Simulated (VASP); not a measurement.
# Ge (P6_3/mmc) in VASP: notebook, part 2 of 2

VASP 6.6.1. Earlier steps stand in the parts before.

**3. Single point, PBEsol**

This run uses another cell than the first one, of 18.35 Å³/atom.

Contents of INCAR:

```
PREC = Accurate
ENCUT = 520
EDIFF = 1E-7
ISMEAR = 0
SIGMA = 0.1
LREAL = F
LASPH = T
NELM = 80
ALGO = Normal
ISIF = 2
LWAVE = F
LCHARG = T
GGA = PS
LELF = T
LVHAR = T
NBANDS = 21
```

Contents of KPOINTS:

```
regular mesh
0
Gamma
  21 21 12
```

Contents of POSCAR:

```
Ge
1.0
    2.9415259804      0.0000000000      0.0000000000
   -1.4707629902      2.5474362249      0.0000000000
    0.0000000000      0.0000000000      4.8980925883
Ge
2
Direct
    0.3333333333      0.6666666667      0.2500000000
    0.6666666667      0.3333333333      0.7500000000
```

Potentials or basis: VASP PAW PBE potentials, release 64 (Ge_d).

Started as:

```bash
cat potpaw_PBE.64/Ge_d/POTCAR > POTCAR
mpirun -np 1 vasp_std > vasp.out
```

OUTCAR:

```text
PREC = Accurate
   ENCUT = 520
   EDIFF = 1E-7
   ISMEAR = 0
   LREAL = F
   LASPH = T
   NELM = 80
   ISIF = 2
   GGA = PS

 ion  position               nearest neighbor table
   1  0.333  0.667  0.250-
   2  0.667  0.333  0.750-

  LATTYP: Found a hexagonal cell.
 ALAT       =     2.9415259804
 C/A-ratio  =     1.6651536043

  Lattice vectors:

 A1 = (   2.9415259804,   0.0000000000,   0.0000000000)
 A2 = (  -1.4707629902,   2.5474362249,   0.0000000000)
 A3 = (   0.0000000000,   0.0000000000,   4.8980925883)

Analysis of symmetry for initial positions (statically):
=====================================================================
 Subroutine PRICEL returns:
 Original cell was already a primitive cell.

 Routine SETGRP: Setting up the symmetry group for a
 hexagonal supercell.

 Subroutine GETGRP returns: Found 24 space group operations
 (whereof 12 operations were pure point group operations)
 out of a pool of 24 trial point group operations.

The static configuration has the point symmetry D_3d.
 The point group associated with its full space group is D_6h.

Analysis of symmetry for dynamics (positions and initial velocities):
=====================================================================
 Subroutine PRICEL returns:
 Original cell was already a primitive cell.

 Routine SETGRP: Setting up the symmetry group for a
 hexagonal supercell.

 Subroutine GETGRP returns: Found 24 space group operations
 (whereof 12 operations were pure point group operations)
 out of a pool of 24 trial point group operations.

The dynamic configuration has the point symmetry D_3d.
 The point group associated with its full space group is D_6h.

 Subroutine INISYM returns: Found 24 space group operations
 (whereof 12 operations are pure point group operations),
 and found     1 'primitive' translations

[... 110 lines left out ...]
   EFERMI_NEDOS =   21; number of points for ismear=-14 and -15
   IALGO  =     38    algorithm
   IMIX   =      4    mixing-type and parameters
     AMIX     =   0.40;   BMIX     =  1.00
     AMIX_MAG =   1.60;   BMIX_MAG =  1.00
  volume/ion in A,a.u.               =      18.35       123.84
  Fermi-wavevector in a.u.,A,eV,Ry     =   1.495868  2.826780 30.444669  2.237620
  Thomas-Fermi vector in A             =   2.607957
   LORBIT       =      0    0 simple, 1 ext, 2 COOP (PROOUT), +10 PAW based schemes
   GGA     = PS    functional components
   LHFCALC =     F    Hartree Fock is set to
   AEXX    =    0.0000 exact exchange contribution
   IVDW    =     0    specifies the selected vdW correction
   LEPSILON=     F    determine dielectric tensor
   LRPA    =     F    only Hartree local field effects (RPA)
 non-spin polarized calculation
 Gauss-broadening in eV      SIGMA  =   0.10
  energy-cutoff  :      520.00
  volume of cell :       36.70
 maximum number of plane-waves:      1020
 NGX is ok and might be reduce to    24
   NGX = 11   NGY = 11   NGZ = 19

 number of electron      27.9999969 magnetization

 Free energy of the ion-electron system (eV)
  ---------------------------------------------------
  ext. energy  EPLUGINS =         0.00000000
  ---------------------------------------------------
  free energy    TOTEN  =        -9.32842558 eV

  energy without entropy =       -9.32350672  energy(sigma->0) =       -9.32596615

 E-fermi :   6.9783     XC(G=0): -11.5778

 val. band max:        6.9752570173   @ k =   0.2381   0.0476   0.2500
 cond. band min:       6.9804263912   @ k =   0.2857   0.1905   0.4167
 fundamental gap:      0.0051693739
 Fermi energy:         6.9783056104

 k-point     1 :       0.0000    0.0000    0.0000
  band No.  band energies     occupation
      1     -17.7095      2.00000
      2     -17.7087      2.00000
      3     -17.6982      2.00000
      4     -17.6982      2.00000
      5     -17.6908      2.00000
      6     -17.6908      2.00000
[... 565 lines left out ...]
     20      18.0238      0.00000
     21      20.4195      0.00000

 [... further k-points ...]

------------------------ aborting loop because EDIFF is reached ----------------------------------------

  FORCE on cell =-STRESS in cart. coord.  units (eV):
  Direction    XX          YY          ZZ          XY          YZ          ZX
  --------------------------------------------------------------------------------------
  -------------------------------------------------------------------------------------
  Total        0.0125768      0.0125768      0.0178141      0.0000000     -0.0000000      0.0000000
  in kB        0.5490047      0.5490047      0.7776273      0.0000000     -0.0000000      0.0000000
  external PRESSURE =       0.6252122 kB  Pullay stress =       0.0000000 kB

 VOLUME and BASIS-vectors are now :
 -----------------------------------------------------------------------------
  energy-cutoff  :      520.00
  volume of cell :       36.70
      direct lattice vectors                 reciprocal lattice vectors
     2.941525980  0.000000000  0.000000000     0.339959601  0.196275767  0.000000000
    -1.470762990  2.547436225  0.000000000     0.000000000  0.392551535  0.000000000
     0.000000000  0.000000000  4.898092588     0.000000000  0.000000000  0.204161106

 POSITION                                       TOTAL-FORCE (eV/Angst)
 -----------------------------------------------------------------------------------
     -0.00000      1.69829      1.22452         0.000000     -0.000000      0.000000
      1.47076      0.84915      3.67357        -0.000000      0.000000      0.000000
 -----------------------------------------------------------------------------------
    total drift:                               -0.000000      0.000000      0.000000

  FREE ENERGIE OF THE ION-ELECTRON SYSTEM (eV)
  ---------------------------------------------------
  free  energy   TOTEN  =        -9.3284255772 eV

  energy  without entropy=       -9.3235067192  energy(sigma->0) =       -9.32596615
```

It took 1.9 min on 1 thread of Intel Xeon Platinum 8259CL at 2.50GHz (Skylake/Cascade Lake), shared host; peak memory 0.31 GiB.

Results:

- Free energy: -9.3284 eV
- Pressure: 0.1 GPa
- Band gap on the k mesh: zero (bands 14 and 15 overlap by 10.25 eV)

Caveat: the PAW data sets were made with another functional, which shifts forces and pressure a little.

**4. Relaxation of cell and atoms, PBEsol**

This run uses another cell than the first one, of 18.12 Å³/atom.

Contents of INCAR:

```
PREC = Accurate
ENCUT = 600
EDIFF = 1E-7
ISMEAR = 0
SIGMA = 0.1
LREAL = F
LASPH = T
NELM = 60
ALGO = Normal
ISIF = 3
LWAVE = F
LCHARG = F
GGA = PS
IBRION = 2
NSW = 100
EDIFFG = -0.01
```

KPOINTS is that of step 3.

Contents of POSCAR:

```
Ge
1.0
    2.9500283611      0.0000000000      0.0000000000
   -1.4750141805      2.5547995026      0.0000000000
    0.0000000000      0.0000000000      4.8092561016
Ge
2
Direct
    0.3333333333      0.6666666667      0.2500000000
    0.6666666667      0.3333333333      0.7500000000
```

Started as:

```bash
cat potpaw_PBE.64/Ge_d/POTCAR > POTCAR
mpirun -np 1 vasp_std > vasp.out
```

It took 9.9 min on 1 thread of Intel Xeon Platinum 8259CL at 2.50GHz (Skylake/Cascade Lake), shared host; peak memory 0.34 GiB.

It converged, with:

```
Free energy                           : -9.3285 eV
Relaxed volume                        : 18.38 Å³/atom
Relaxed cell                          : a = 2.937 Å, b = 2.937 Å, c = 4.920 Å, α = 90.00°, β = 90.00°, γ = 120.00°
Space group after relaxing (to 0.1 Å) : P6_3/mmc (No. 194)
Energy gained by relaxing             : 1.2 meV/atom
Ionic steps                           : 7
Pressure after relaxing               : 0.0 GPa
Band gap on the k mesh                : zero (bands 14 and 15 overlap by 10.31 eV)
```

Stress tensor (GPa, compression positive):
```
 0.04  0.00  0.00
 0.00  0.04  0.00
 0.00  0.00 -0.05
```

Step by step:
```
step  energy change (eV)  largest force (eV/Å)  pressure (GPa)  volume (Å³)
   1              0.0000                0.0000            0.99        36.25
   2             -0.0016                0.0000           -0.08        36.83
   3             -0.0016                0.0000           -0.11        36.80
   4             -0.0016                0.0000           -0.05        36.77
   5             -0.0018                0.0000           -0.09        36.77
   6             -0.0022                0.0000           -0.04        36.76
   7             -0.0024                0.0000            0.01        36.76
```

Final structure:
```
Ge
1.0
     2.93720    0.00000    0.00000
    -1.46860    2.54369    0.00000
     0.00000    0.00000    4.91973
Ge
2
Direct
  0.33333 0.66667 0.25000
  0.66667 0.33333 0.75000
```

Levels at points of the mesh, in eV from the Fermi level:
```
           k point  band 12  band 13  band 14  band 15  band 16  band 17
(0.00, 0.00, 0.00)    -8.28    -5.81     7.31     7.31     8.82     9.15
(0.00, 0.00, 0.50)   -11.90     0.80     0.80     8.30     8.30     8.30
```

Caveat: the PAW data sets were made with another functional, which shifts forces and pressure a little.

**5. Summary**

| task | cell | k mesh | cutoff (eV) | gap on the mesh (eV) | pressure (GPa) | relaxed volume (Å³/atom) |
| --- | --- | --- | --- | --- | --- | --- |
| relaxation of cell and atoms | relaxed from a = 3.285, b = 3.285, c = 5.332 Å, angles 90.0, 90.0, 120.0°, 2 atoms | 6 × 6 × 4 | 600 | none | 0.2 | 18.10 |
| single point | a = 2.942, b = 2.942, c = 4.898 Å, angles 90.0, 90.0, 120.0°, 2 atoms | 21 × 21 × 12 | 520 | none | 0.1 | - |
| relaxation of cell and atoms | relaxed from a = 2.950, b = 2.950, c = 4.809 Å, angles 90.0, 90.0, 120.0°, 2 atoms | 21 × 21 × 12 | 600 | none | 0.0 | 18.38 |

Alike in all rows: level PBEsol; potentials or basis VASP PAW PBE potentials, release 64 (Ge_d); no spin polarisation; smearing gaussian 0.1 eV.

Caveats: some runs use coarse meshes; the PAW data sets were made with another functional, which shifts forces and pressure a little; the volume moved by over 15 % at a fixed basis, so the end points are rough (at least some runs).

Absolute energies hang on the potentials; compare differences alone.

The gap in the log of VASP goes by the Fermi energy; the results here count the filled bands.